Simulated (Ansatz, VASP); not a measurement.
# Cu in VASP and in Ansatz

```xyz
1
Lattice="0.0000 1.7371 1.8262 1.7371 0.0000 1.8262 1.7371 1.7371 0.0000" Properties=species:S:1:pos:R:3 pbc="T T T"
Cu    0.0000    0.0000    0.0000
```

Change from the starting cell: strain -0.025 along x and y, +0.025 along z, atoms carried along.

Alike in both runs: task single point; functional PBEsol; k mesh 28 × 28 × 28; occupations gaussian, width 0.15 eV; no spin polarisation.

|  | VASP | Ansatz |
| --- | --- | --- |
| version | VASP 6.6.1 | Ansatz 0.2.0 |
| potentials or method | VASP PAW PBE potentials, release 64 (Cu), cutoff 520 eV | scalar-relativistic, plane waves, PAW |
| valence electrons in the cell | 11 | 19 |

|  | VASP | Ansatz | Ansatz less VASP |
| --- | --- | --- | --- |
| gap on the k mesh at the Fermi level (eV) | none | none | - |
| pressure (GPa) | 5.6 | 4.8 | -0.82 |
| traceless stress, the component that is largest in VASP (GPa) | -2.83 | -2.83 | -0.002 |

VASP's potentials were made for PBE, not for PBEsol. A gap of «none» marks a metal or a gap that the smearing closes. VASP's potentials hold 11 valence electrons a cell and Ansatz's 19, so a difference there can come from the potentials and not from the codes.
